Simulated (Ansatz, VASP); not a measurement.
ZnSe in VASP and in Ansatz

File INCAR:

```
SYSTEM = ZnSe
PREC = Accurate
ENCUT = 500
EDIFF = 1E-6
ISMEAR = 0
SIGMA = 0.02
LREAL = .FALSE.
LASPH = .TRUE.
NELM = 120
ALGO = Normal
ISIF = 2
LWAVE = .FALSE.
LCHARG = .FALSE.
GGA = CA
NBANDS = 16
GGA_COMPAT = .FALSE.
```

KPOINTS

```
regular mesh
0
G
  8 8 8
  0 0 0
```

The input POSCAR:

```
ZnSe
1.0
    0.0000000000      2.8112369700      2.8112369700
    2.8112369700      0.0000000000      2.8112369700
    2.8112369700      2.8112369700      0.0000000000
Zn Se
1 1
Direct
    0.0000000000      0.0000000000      0.0000000000
    0.2500000000      0.2500000000      0.2500000000
```

Input for Ansatz:

```yaml
crystal:
  lattice:
    - [0.0, 2.81123697, 2.81123697]
    - [2.81123697, 0.0, 2.81123697]
    - [2.81123697, 2.81123697, 0.0]
  atoms:
    - { symbol: Zn, position: [0.0, 0.0, 0.0] }
    - { symbol: Se, position: [0.25, 0.25, 0.25] }
basis:
  ecutwfc: 420
kpoints:
  mp_grid: { grid: [8, 8, 8] }
hamiltonian:
  xc: lda
  pseudopotentials: { kind: paw, azcp: { folder: soft_1 } }
scf:
  occupations: { method: gaussian, width: 0.02 }
output:
  forces: true
  stress: true
  eigenvalues: true
```

Alike in both runs: task single point; functional LDA; k mesh 8 × 8 × 8; occupations gaussian, width 0.02 eV; no spin polarisation.

```csv
,VASP,Ansatz
version,VASP 6.6.1,Ansatz 0.2.0
potentials or method,"VASP PAW LDA potentials, release 64 (Zn, Se), cutoff 500 eV","scalar-relativistic, plane waves, PAW"
valence electrons in the cell,18,28
```

|  | VASP | Ansatz | Ansatz less VASP |
| --- | --- | --- | --- |
| gap on the k mesh at the Fermi level (eV) | 1.17 | 1.12 | -0.042 |
| least direct gap on the mesh (eV) | 1.17 | 1.12 | -0.042 |
| pressure (GPa) | -1.6 | -2.0 | -0.33 |

Ansatz warns that its potentials were made for another functional, while VASP's fit it. LDA's correlation is that of Perdew and Zunger in VASP and of Perdew and Wang (1992) in Ansatz. VASP's potentials hold 18 valence electrons a cell and Ansatz's 28, so a difference there can come from the potentials and not from the codes.
